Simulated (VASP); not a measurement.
# Cu (Pm-3m) in VASP: notebook, part 2 of 2

VASP 6.6.1. Earlier steps stand in the parts before.

**4. Single point, PBE**

This run uses another cell than the first one, of 14.50 Å³/atom, 1.040 times its volume.

File INCAR:

```
ALGO = Normal ; EDIFF = 1E-6
ENCUT = 520 ; GGA = PE
ISIF = 2 ; ISMEAR = -1
LASPH = T ; LCHARG = F
LREAL = F ; LWAVE = F
NBANDS = 12 ; NELM = 100
PREC = Accurate ; SIGMA = 0.06122561905347299
```

File KPOINTS:

```
k-points
0
Gamma
  23 23 23
```

File POSCAR:

```
Cu
1.0
    2.4386914062      0.0000000000      0.0000000000
    0.0000000000      2.4386914062      0.0000000000
    0.0000000000      0.0000000000      2.4386914062
Cu
1
Direct
    0.0000000000      0.0000000000      0.0000000000
```

Potentials or basis: VASP PAW PBE potentials, release 64 (Cu).

Launch:

```sh
> cat potpaw_PBE.64/Cu/POTCAR > POTCAR
> mpirun -np 1 vasp_std > vasp.out
```

OUTCAR:

```text
EDIFF = 1E-6
   ENCUT = 520
   GGA = PE
   ISIF = 2
   ISMEAR = -1
   LASPH = T
   LREAL = F
   NELM = 100
   PREC = Accurate

 ion  position               nearest neighbor table
   1  0.000  0.000  0.000-

  LATTYP: Found a simple cubic cell.
 ALAT       =     2.4386914062

  Lattice vectors:

 A1 = (   2.4386914062,   0.0000000000,   0.0000000000)
 A2 = (   0.0000000000,   2.4386914062,   0.0000000000)
 A3 = (   0.0000000000,   0.0000000000,   2.4386914062)

Analysis of symmetry for initial positions (statically):
=====================================================================
 Subroutine PRICEL returns:
 Original cell was already a primitive cell.

 Routine SETGRP: Setting up the symmetry group for a
 simple cubic supercell.

 Subroutine GETGRP returns: Found 48 space group operations
 (whereof 48 operations were pure point group operations)
 out of a pool of 48 trial point group operations.

The static configuration has the point symmetry O_h .

Analysis of symmetry for dynamics (positions and initial velocities):
=====================================================================
 Subroutine PRICEL returns:
 Original cell was already a primitive cell.

 Routine SETGRP: Setting up the symmetry group for a
 simple cubic supercell.

 Subroutine GETGRP returns: Found 48 space group operations
 (whereof 48 operations were pure point group operations)
 out of a pool of 48 trial point group operations.

The dynamic configuration has the point symmetry O_h .

 Subroutine INISYM returns: Found 48 space group operations
 (whereof 48 operations are pure point group operations),
 and found     1 'primitive' translations

----------------------------------------------------------------------------------------

                                     Primitive cell

  volume of cell :      14.5034

  direct lattice vectors                    reciprocal lattice vectors
     2.438691406  0.000000000  0.000000000     0.410055982  0.000000000  0.000000000
     0.000000000  2.438691406  0.000000000     0.000000000  0.410055982  0.000000000
     0.000000000  0.000000000  2.438691406     0.000000000  0.000000000  0.410055982

  length of vectors
     2.438691406  2.438691406  2.438691406     0.410055982  0.410055982  0.410055982

  position of ions in fractional coordinates (direct lattice)
     0.000000000  0.000000000  0.000000000

  ion indices of the primitive-cell ions
   primitive index   ion index
                 1           1

----------------------------------------------------------------------------------------

 KPOINTS: k-points

Automatic generation of k-mesh.
 Grid dimensions read from file:
 generate k-points for:   23   23   23

 Generating k-lattice:

  Cartesian coordinates                     Fractional coordinates (reciprocal lattice)
     0.017828521  0.000000000  0.000000000     0.043478261  0.000000000  0.000000000
     0.000000000  0.017828521  0.000000000     0.000000000  0.043478261  0.000000000
     0.000000000  0.000000000  0.017828521     0.000000000  0.000000000  0.043478261

  Length of vectors
     0.017828521  0.017828521  0.017828521

  Shift w.r.t. Gamma in fractional coordinates (k-lattice)
     0.000000000  0.000000000  0.000000000

 Subroutine IBZKPT returns following result:
 ===========================================

 Found    364 irreducible k-points:

 Following reciprocal coordinates:
            Coordinates               Weight
  0.000000  0.000000  0.000000      1.000000
  0.043478  0.000000  0.000000      6.000000
  0.086957  0.000000  0.000000      6.000000
  0.130435  0.000000  0.000000      6.000000
  0.173913  0.000000  0.000000      6.000000
  0.217391  0.000000  0.000000      6.000000
[... 16 lines left out ...]
  0.478261  0.043478  0.000000     24.000000
  0.086957  0.086957  0.000000     12.000000
 [... further k-points ...]
   k-points           NKPTS =    364   k-points in BZ     NKDIM =    364   number of bands    NBANDS=     12
   number of dos      NEDOS =    301   number of ions     NIONS =      1
   total plane-waves  NPLWV =   5832
   dimension x,y,z NGX =    18 NGY =   18 NGZ =   18
   dimension x,y,z NGXF=    36 NGYF=   36 NGZF=   36
   ions per type =               1
   NGX,Y,Z   is equivalent  to a cutoff of  12.27, 12.27, 12.27 a.u.
   NGXF,Y,Z  is equivalent  to a cutoff of  24.54, 24.54, 24.54 a.u.
 SYSTEM =  unknown system
   PREC   = accura    normal or accurate (medium, high low for compatibility)
   ISTART =      0    job   : 0-new  1-cont  2-samecut
   ICHARG =      2    charge: 1-file 2-atom 10-const
   ISPIN  =      1    spin polarized calculation?
   LNONCOLLINEAR =      F non collinear calculations
   LSORBIT =      F    spin-orbit coupling
   LASPH  =      T    aspherical Exc in radial PAW
   ENCUT  =  520.0 eV  38.22 Ry    6.18 a.u.   4.53  4.53  4.53*2*pi/ulx,y,z
   NELM   =    100;   NELMIN=  2; NELMDL= -5     # of ELM steps
   EDIFF  = 0.1E-05   stopping-criterion for ELM
   LREAL  =      F    real-space projection
   EDIFFG = 0.1E-04   stopping-criterion for IOM
   NSW    =      0    number of steps for IOM
   IBRION =     -1    ionic relax: 0-MD 1-quasi-New 2-CG
   NFREE  =      0    steps in history (QN), initial steepest desc. (CG)
   ISIF   =      2    stress and relaxation
   ISYM   =      2    0-nonsym 1-usesym 2-fastsym
   POTIM  = 0.5000    time-step for ionic-motion
   TEBEG  =    0.0;   TEEND  =   0.0 temperature during run
   PSTRESS=    0.0 pullay stress
   NELECT =      11.0000    total number of electrons
   NUPDOWN=      -1.0000    fix difference up-down
   EMIN   =  10.00;   EMAX   =-10.00  energy-range for DOS
   EFERMI =   0.00;   METHOD = LEGACY
   ISMEAR =    -1;   SIGMA  =   0.06  broadening in eV -4-tet -1-fermi 0-gaus
   EFERMI_NEDOS =   21; number of points for ismear=-14 and -15
   IALGO  =     38    algorithm
   IMIX   =      4    mixing-type and parameters
     AMIX     =   0.40;   BMIX     =  1.00
     AMIX_MAG =   1.60;   BMIX_MAG =  1.00
  volume/ion in A,a.u.               =      14.50        97.87
  Fermi-wavevector in a.u.,A,eV,Ry     =   1.492962  2.821290 30.326526  2.228937
  Thomas-Fermi vector in A             =   2.605424
   LORBIT       =      0    0 simple, 1 ext, 2 COOP (PROOUT), +10 PAW based schemes
   GGA     = PE    functional components
   LHFCALC =     F    Hartree Fock is set to
   AEXX    =    0.0000 exact exchange contribution
   IVDW    =     0    specifies the selected vdW correction
   LEPSILON=     F    determine dielectric tensor
   LRPA    =     F    only Hartree local field effects (RPA)
 non-spin polarized calculation
  energy-cutoff  :      520.00
  volume of cell :       14.50
 maximum number of plane-waves:       405
   NGX =  9   NGY =  9   NGZ =  9

 number of electron      10.9999979 magnetization

 Free energy of the ion-electron system (eV)
  ---------------------------------------------------
  ext. energy  EPLUGINS =         0.00000000
  ---------------------------------------------------
  free energy    TOTEN  =        -3.26198393 eV

  energy without entropy =       -3.25834082  energy(sigma->0) =       -3.26016237

 E-fermi :   5.1413     XC(G=0): -11.4919

 val. band max:        5.1244359117   @ k =   0.4348   0.2174   0.0000
 cond. band min:       5.1605211084   @ k =   0.3913   0.2609   0.1304
 fundamental gap:      0.0360851967
 Fermi energy:         5.1413308113

 k-point     1 :       0.0000    0.0000    0.0000
  band No.  band energies     occupation
      1      -2.5779      2.00000
      2       1.5434      2.00000
      3       1.5434      2.00000
      4       3.8725      2.00000
      5       3.8725      2.00000
      6       3.8725      2.00000
      7      22.2617      0.00000
      8      22.2617      0.00000
      9      22.2617      0.00000
     10      25.6075      0.00000
     11      25.6075      0.00000
     12      29.1572      0.00000

 k-point     2 :       0.0435    0.0000    0.0000
  band No.  band energies     occupation
      1      -2.5278      2.00000
      2       1.5488      2.00000
      3       1.5614      2.00000
      4       3.8583      2.00000
      5       3.8583      2.00000
      6       3.8737      2.00000
      7      21.4141      0.00000
      8      22.3260      0.00000
      9      22.3260      0.00000
     10      25.6307      0.00000
     11      26.2666      0.00000
     12      29.4425      0.00000
[... 316 lines left out ...]
 k-point    24 :       0.0870    0.0870    0.0000
  band No.  band energies     occupation
      1      -2.1802      2.00000
      2       1.6104      2.00000
      3       1.6627      2.00000
      4       3.7601      2.00000
      5       3.8134      2.00000
      6       3.8305      2.00000
      7      19.7438      0.00000
      8      20.3352      0.00000
      9      22.7727      0.00000
     10      26.4728      0.00000
     11      28.6634      0.00000
     12      31.1340      0.00000

 [... further k-points ...]
[... 5 lines left out ...]
  --------------------------------------------------------------------------------------
  -------------------------------------------------------------------------------------
  Total       -0.3051833     -0.3051833     -0.3051833      0.0000000      0.0000000      0.0000000
  in kB      -33.7132603    -33.7132603    -33.7132603      0.0000000      0.0000000      0.0000000
  external PRESSURE =     -33.7132603 kB  Pullay stress =       0.0000000 kB

 VOLUME and BASIS-vectors are now :
 -----------------------------------------------------------------------------
  energy-cutoff  :      520.00
  volume of cell :       14.50
      direct lattice vectors                 reciprocal lattice vectors
     2.438691406  0.000000000  0.000000000     0.410055982  0.000000000  0.000000000
     0.000000000  2.438691406  0.000000000     0.000000000  0.410055982  0.000000000
     0.000000000  0.000000000  2.438691406     0.000000000  0.000000000  0.410055982

 POSITION                                       TOTAL-FORCE (eV/Angst)
 -----------------------------------------------------------------------------------
      0.00000      0.00000      0.00000         0.000000      0.000000      0.000000
 -----------------------------------------------------------------------------------
    total drift:                                0.000000      0.000000     -0.000000

  FREE ENERGIE OF THE ION-ELECTRON SYSTEM (eV)
  ---------------------------------------------------
  free  energy   TOTEN  =        -3.2619839273 eV

  energy  without entropy=       -3.2583408215  energy(sigma->0) =       -3.26016237
```

OSZICAR:

```text
N       E                     dE             d eps       ncg     rms          rms(c)
DAV:   1     0.445049976546E+02    0.44505E+02   -0.53927E+03  9460   0.144E+03
DAV:   2    -0.246138003224E+01   -0.46966E+02   -0.43455E+02  9032   0.199E+02
DAV:   3    -0.396207737342E+01   -0.15007E+01   -0.14844E+01 10268   0.406E+01
DAV:   4    -0.397304292624E+01   -0.10966E-01   -0.10964E-01  9884   0.311E+00
DAV:   5    -0.397317044322E+01   -0.12752E-03   -0.12752E-03 10320   0.346E-01    0.709E+00
DAV:   6    -0.370842413409E+01    0.26475E+00   -0.13554E+01 10324   0.687E+01    0.438E+00
DAV:   7    -0.326949143175E+01    0.43893E+00   -0.23893E+00 10092   0.293E+01    0.308E-01
DAV:   8    -0.326573177373E+01    0.37597E-02   -0.28448E-02 11504   0.320E+00    0.472E-01
DAV:   9    -0.326204576389E+01    0.36860E-02   -0.27106E-02 10560   0.280E+00    0.692E-02
DAV:  10    -0.326198318302E+01    0.62581E-04   -0.40776E-04 12480   0.349E-01    0.790E-03
DAV:  11    -0.326198424765E+01   -0.10646E-05   -0.29941E-06 10244   0.196E-02    0.300E-03
DAV:  12    -0.326198392732E+01    0.32034E-06   -0.90849E-07  5848   0.161E-02
   1 F= -.32619839E+01 E0= -.32601624E+01  d E =-.364311E-02
```

stdout:

```text
POSCAR found type information on POSCAR Cu
 POSCAR found :  1 types and       1 ions
 scaLAPACK will be used
 LDA part: xc-table for (Slater+PW92), standard interpolation
 POSCAR, INCAR and KPOINTS ok, starting setup
 FFT: planning ... GRIDC
 FFT: planning ... GRID_SOFT
 FFT: planning ... GRID
 WAVECAR not read
 entering main loop
```

It took 23 s on 1 thread of AMD EPYC 9R45 (Zen 5), shared host; peak memory 0.13 GiB.

Results:

| Quantity | Value |
| --- | --- |
| Free energy | -3.2620 eV |
| Pressure | -3.4 GPa |

**5. Single point, PBE**

This run uses another cell than the first one, of 14.50 Å³/atom, 1.040 times its volume.

File INCAR:

```
SYSTEM = Cu
  ALGO = Normal
  EDIFF = 1E-6
  ENCUT = 520
  GGA = PE
  ISIF = 2
  ISMEAR = -1
  LASPH = .TRUE.
  LCHARG = .FALSE.
  LREAL = .FALSE.
  LWAVE = .FALSE.
  NBANDS = 12
  NELM = 80
  PREC = Accurate
  SIGMA = 0.06122561905347299
```

File KPOINTS:

```
k-points
0
G
  23 23 23
  0 0 0
```

POSCAR is that of step 4.

Launch:

```sh
> cat potpaw_PBE.64/Cu/POTCAR > POTCAR
> mpirun -np 1 vasp_std > vasp.out
```

Wall time 22 s (1 thread of AMD EPYC 9R45 (Zen 5), shared host); peak memory 0.13 GiB.

It converged, with:

```yaml
Free_energy: -3.2620 eV
Pressure: -3.4 GPa
```

Levels at points of the mesh, in eV from the Fermi level:
| k point | band 4 | band 5 | band 6 | band 7 | band 8 | band 9 |
| --- | --- | --- | --- | --- | --- | --- |
| (0.00, 0.00, 0.00) | -1.27 | -1.27 | -1.27 | 17.12 | 17.12 | 17.12 |

**6. The runs side by side**

```csv
cell,gap on the mesh (eV),pressure (GPa)
"a = 2.407 Å, 1 atom",none,0.3
"a = 2.423 Å, 1 atom",none,-1.7
"a = 2.439 Å, 1 atom",none,-3.4
```

Alike in all rows: task single point; level PBE; potentials or basis VASP PAW PBE potentials, release 64 (Cu); no spin polarisation; k mesh 23 × 23 × 23; cutoff (eV) 520; smearing fermi-dirac 0.0612256 eV.

Total energies depend on the potentials used, so only differences within one code and one set of settings carry meaning.
